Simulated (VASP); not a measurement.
Here is a VASP 6.6.1 calculation.

The input INCAR:

```
SYSTEM = Sr
PREC     = Accurate       ! precision mode
ENCUT    = 520            ! plane-wave cutoff, eV
EDIFF    = 1E-6           ! SCF threshold, eV
ISMEAR   = -1             ! smearing method
SIGMA    = 0.1            ! smearing width, eV
LREAL    = .FALSE.        ! projectors in reciprocal space
LASPH    = .TRUE.         ! aspherical terms in the spheres
NELM     = 80             ! most SCF steps
ALGO     = Normal         ! electronic algorithm
ISIF     = 2              ! what is computed and relaxed
LWAVE    = .FALSE.        ! write WAVECAR
LCHARG   = .TRUE.         ! write CHGCAR
GGA      = RP             ! functional
LELF     = .TRUE.         ! ELF
LVHAR    = .TRUE.       
NBANDS   = 11             ! bands
```

The input KPOINTS:

```
Automatic mesh
0
G
  9 9 9
  0 0 0
```

Contents of POSCAR:

```
Sr
1.0
    3.8018437314      0.0000000000      0.0000000000
    0.0000000000      3.8018437314      0.0000000000
    0.0000000000      0.0000000000      3.8018437314
Sr
1
Direct
    0.0000000000      0.0000000000      0.0000000000
```

Potentials or basis: VASP PAW PBE potentials, release 64 (Sr_sv).

Run with:

```bash
$ cat potpaw_PBE.64/Sr_sv/POTCAR > POTCAR
$ mpirun -np 1 vasp_std > vasp.out
```

Problem. Predict the band gap on the k mesh.

Solution. Zero (band 5 reaches 1.98 eV, above the bottom of band 6 at 1.55 eV).

Problem. Predict the pressure.

Solution. 0.9 GPa.

Caveat: the PAW data sets were made with another functional, which shifts forces and pressure a little.
